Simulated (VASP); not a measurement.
# YMnC4N4 (P-43m) in VASP: single point with PBE

Aim: the single point of YMnC4N4 with PBE.

All numbers are computed with VASP 6.6.1; they aren't measurements. Logs are shortened: lines on timing, memory, paths and dates and some standing lists are left out, and cuts for length are marked.

## (1) The cell of the first run

Symmetry: P-43m, No. 215, cubic system. Conventional cell: a = 6.415 Å, b = 6.415 Å, c = 6.415 Å, α = 90.00°, β = 90.00°, γ = 90.00°. Within 3.2 Å of Y (site symmetry -43m) lie 4 C at 2.39 Å. Within 2.6 Å of Mn (site symmetry -43m) lie 4 N at 1.99 Å. C (site symmetry 3m) has 1 N at 1.18 Å within 1.6 Å. Within 1.6 Å of N (site symmetry 3m) lie 1 C at 1.18 Å.

## (2) Single point, PBE, collinear spin, ferromagnetic start

Input file INCAR:

```
SYSTEM = YMnC4N4
PREC = Accurate ; ENCUT = 520
EDIFF = 1E-6 ; ISMEAR = 0
SIGMA = 0.2 ; LREAL = .False.
LASPH = .True. ; NELM = 150
ALGO = Normal ; ISIF = 2
LWAVE = .False. ; LCHARG = .False.
ISPIN = 2 ; MAGMOM = -0.11 3.69 0 0 0 0 0 0 0 0
LORBIT = 11 ; LMAXMIX = 4
GGA = PE ; NBANDS = 45
```

Input file KPOINTS:

```
regular mesh
0
Gamma
  4 4 4
  0 0 0
```

Input file POSCAR:

```
YMnC4N4
1.0
    6.4150398832      0.0000000000      0.0000000000
    0.0000000000      6.4150398832      0.0000000000
    0.0000000000      0.0000000000      6.4150398832
Y Mn C N
1 1 4 4
Direct
    0.0000000000      0.0000000000      0.0000000000
    0.5000000000      0.5000000000      0.5000000000
    0.2153476015      0.2153476015      0.2153476015
    0.2153476015      0.7846523985      0.7846523985
    0.7846523985      0.2153476015      0.7846523985
    0.7846523985      0.7846523985      0.2153476015
    0.3211519781      0.3211519781      0.3211519781
    0.3211519781      0.6788480219      0.6788480219
    0.6788480219      0.3211519781      0.6788480219
    0.6788480219      0.6788480219      0.3211519781
```

Potentials or basis: VASP PAW PBE potentials, release 64 (Y_sv, Mn_pv, C, N).

Started as:

```console
> cat potpaw_PBE.64/Y_sv/POTCAR potpaw_PBE.64/Mn_pv/POTCAR potpaw_PBE.64/C/POTCAR potpaw_PBE.64/N/POTCAR > POTCAR
> mpirun -np 1 vasp_std > vasp.out
```

OUTCAR:

```text
SYSTEM = YMnC4N4
   PREC = Accurate
   ENCUT = 520
   EDIFF = 1E-6
   ISMEAR = 0
   LREAL = .False.
   LASPH = .True.
   NELM = 150
   ISIF = 2
   ISPIN = 2
   LORBIT = 11
   GGA = PE

 ion  position               nearest neighbor table
   1  0.000  0.000  0.000-   3 2.39   4 2.39   5 2.39   6 2.39
   2  0.500  0.500  0.500-   7 1.99   8 1.99   9 1.99  10 1.99
   3  0.215  0.215  0.215-   7 1.18   1 2.39
   4  0.215  0.785  0.785-   8 1.18   1 2.39
   5  0.785  0.215  0.785-   9 1.18   1 2.39
   6  0.785  0.785  0.215-  10 1.18   1 2.39
   7  0.321  0.321  0.321-   3 1.18   2 1.99
   8  0.321  0.679  0.679-   4 1.18   2 1.99
   9  0.679  0.321  0.679-   5 1.18   2 1.99
  10  0.679  0.679  0.321-   6 1.18   2 1.99

  LATTYP: Found a simple cubic cell.
 ALAT       =     6.4150398832

  Lattice vectors:

 A1 = (   6.4150398832,   0.0000000000,   0.0000000000)
 A2 = (   0.0000000000,   6.4150398832,   0.0000000000)
 A3 = (   0.0000000000,   0.0000000000,   6.4150398832)

Analysis of symmetry for initial positions (statically):
=====================================================================
 Subroutine PRICEL returns:
 Original cell was already a primitive cell.

 Routine SETGRP: Setting up the symmetry group for a
 simple cubic supercell.

 Subroutine GETGRP returns: Found 24 space group operations
 (whereof 24 operations were pure point group operations)
 out of a pool of 48 trial point group operations.

The static configuration has the point symmetry T_d .

Analysis of symmetry for dynamics (positions and initial velocities):
=====================================================================
 Subroutine PRICEL returns:
 Original cell was already a primitive cell.

 Routine SETGRP: Setting up the symmetry group for a
 simple cubic supercell.

 Subroutine GETGRP returns: Found 24 space group operations
 (whereof 24 operations were pure point group operations)
 out of a pool of 48 trial point group operations.

[... 158 lines left out ...]
  ext. energy  EPLUGINS =         0.00000000
  ---------------------------------------------------
  free energy    TOTEN  =       -84.23800273 eV

  energy without entropy =      -84.14246102  energy(sigma->0) =      -84.19023187

 E-fermi :   0.1837     XC(G=0):  -6.3970

 val. band max:        0.1661703465   @ k =   0.2500   0.2500   0.0000
 cond. band min:       0.1880242268   @ k =   0.5000   0.2500   0.2500
 fundamental gap:      0.0218538803
 Fermi energy:         0.1837059567

 spin component 1

 k-point     1 :       0.0000    0.0000    0.0000
  band No.  band energies     occupation
      1     -50.2691      1.00000
      2     -50.2691      1.00000
      3     -50.2691      1.00000
      4     -43.5465      1.00000
      5     -23.5657      1.00000
      6     -23.5657      1.00000
[... 439 lines left out ...]
     41       4.6095      0.00000
     42       4.6095      0.00000
 Fermi energy:         0.1837059567

 spin component 2

 k-point     1 :       0.0000    0.0000    0.0000
  band No.  band energies     occupation
      1     -46.1783      1.00000
      2     -46.1783      1.00000
      3     -46.1783      1.00000
      4     -43.6509      1.00000
      5     -23.6992      1.00000
      6     -23.6992      1.00000
[... 439 lines left out ...]
     41       4.8987      0.00000
     42       4.9809      0.00000
 [bands above 42 left out]

------------------------ aborting loop because EDIFF is reached ----------------------------------------

  FORCE on cell =-STRESS in cart. coord.  units (eV):
  Direction    XX          YY          ZZ          XY          YZ          ZX
  --------------------------------------------------------------------------------------
  -------------------------------------------------------------------------------------
  Total        0.5713524      0.5713524      0.5713524     -0.0000000     -0.0000000      0.0000000
  in kB        3.4675006      3.4675006      3.4675006     -0.0000000     -0.0000000      0.0000000
  external PRESSURE =       3.4675006 kB  Pullay stress =       0.0000000 kB

 VOLUME and BASIS-vectors are now :
 -----------------------------------------------------------------------------
  energy-cutoff  :      520.00
  volume of cell :      264.00
      direct lattice vectors                 reciprocal lattice vectors
     6.415039883  0.000000000  0.000000000     0.155883676  0.000000000  0.000000000
     0.000000000  6.415039883  0.000000000     0.000000000  0.155883676  0.000000000
     0.000000000  0.000000000  6.415039883     0.000000000  0.000000000  0.155883676

 POSITION                                       TOTAL-FORCE (eV/Angst)
 -----------------------------------------------------------------------------------
      0.00000      0.00000      0.00000        -0.000000      0.000000      0.000000
      3.20752      3.20752      3.20752        -0.000000      0.000000      0.000000
      1.38146      1.38146      1.38146        -0.199824     -0.199824     -0.199824
      1.38146      5.03358      5.03358        -0.199824      0.199824      0.199824
      5.03358      1.38146      5.03358         0.199824     -0.199824      0.199824
      5.03358      5.03358      1.38146         0.199824      0.199824     -0.199824
      2.06020      2.06020      2.06020         0.177162      0.177162      0.177162
      2.06020      4.35484      4.35484         0.177162     -0.177162     -0.177162
      4.35484      2.06020      4.35484        -0.177162      0.177162     -0.177162
      4.35484      4.35484      2.06020        -0.177162     -0.177162      0.177162
 -----------------------------------------------------------------------------------
    total drift:                                0.000000      0.000000     -0.000000

  FREE ENERGIE OF THE ION-ELECTRON SYSTEM (eV)
  ---------------------------------------------------
  free  energy   TOTEN  =       -84.2380027295 eV

  energy  without entropy=      -84.1424610158  energy(sigma->0) =      -84.19023187

 total charge

# of ion       s       p       d       f       tot
--------------------------------------------------
    1        2.199   6.338   0.946   0.053   9.536
    2        0.262   6.300   4.980   0.000  11.542
    3        0.963   1.626   0.000   0.000   2.588
    4        0.963   1.626   0.000   0.000   2.588
    5        0.963   1.626   0.000   0.000   2.588
    6        0.963   1.626   0.000   0.000   2.588
    7        1.306   2.576   0.000   0.000   3.882
    8        1.306   2.576   0.000   0.000   3.882
    9        1.306   2.576   0.000   0.000   3.882
   10        1.306   2.576   0.000   0.000   3.882
--------------------------------------------------
tot         11.537  29.444   5.927   0.053  46.961

 magnetization (x)

# of ion       s       p       d       f       tot
--------------------------------------------------
    1       -0.003  -0.007  -0.189   0.001  -0.199
    2        0.020   0.076   3.735   0.000   3.831
    3        0.005   0.046   0.000   0.000   0.052
    4        0.005   0.046   0.000   0.000   0.052
    5        0.005   0.046   0.000   0.000   0.052
    6        0.005   0.046   0.000   0.000   0.052
    7        0.000  -0.039   0.000   0.000  -0.039
    8        0.000  -0.039   0.000   0.000  -0.039
    9        0.000  -0.039   0.000   0.000  -0.039
   10        0.000  -0.039   0.000   0.000  -0.039
--------------------------------------------------
tot          0.039   0.097   3.546   0.001   3.683
```

Run time: 4.4 min. Hardware: 1 thread of Intel Xeon Platinum 8259CL at 2.50GHz (Skylake/Cascade Lake), shared host; peak memory 0.53 GiB.

Results:

| Quantity | Value |
| --- | --- |
| Free energy | -84.2380 eV |
| Pressure | 0.3 GPa |
| Largest force | 0.346 eV/Å |
| Band gap on the k mesh | zero (filled and empty bands overlap) |
| Net moment | 4.00 μB per cell |
| Site moments | Y -0.20; Mn +3.83; C +0.05; N -0.04 μB |
| Valence electrons inside the program's atomic spheres | Y 9.54; Mn 11.54; C 2.59; N 3.88 |

Forces on the atoms (eV/Å):
```
Y    0.000  0.000  0.000
Mn   0.000  0.000  0.000
C   -0.200 -0.200 -0.200
C   -0.200  0.200  0.200
C    0.200 -0.200  0.200
C    0.200  0.200 -0.200
N    0.177  0.177  0.177
N    0.177 -0.177 -0.177
N   -0.177  0.177 -0.177
N   -0.177 -0.177  0.177
```

Caveat: a cell with one magnetic atom can't hold antiferromagnetic order, which such compounds often take.
